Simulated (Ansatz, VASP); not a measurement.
# Zr in VASP and in Ansatz

```
Zr
1.0
     3.23200    0.00000    0.00000
    -1.61600    2.79899    0.00000
     0.00000    0.00000    5.19847
Zr
2
Direct
  0.33333 0.66667 0.25000
  0.66667 0.33333 0.75000
```

Change from the starting cell: zz strain of +1 %.

Alike in both runs: task single point; functional PBEsol; k mesh 13 × 13 × 7; occupations fermi-dirac, width 0.08 eV; no spin polarisation.

|  | VASP | Ansatz |
| --- | --- | --- |
| version | VASP 6.6.1 | Ansatz 0.2.0 |
| potentials or method | VASP PAW PBE potentials, release 64 (Zr_sv), cutoff 520 eV | all-electron LAPW, scalar-relativistic |

```csv
,VASP,Ansatz,Ansatz less VASP
pressure (GPa),-4.1,-4.2,-0.03
"traceless stress, the component that is largest in VASP (GPa)",-0.18,-0.18,-0.001
```

VASP's potentials were made for PBE, not for PBEsol. Ansatz ran all-electron here, and VASP with PAW potentials.
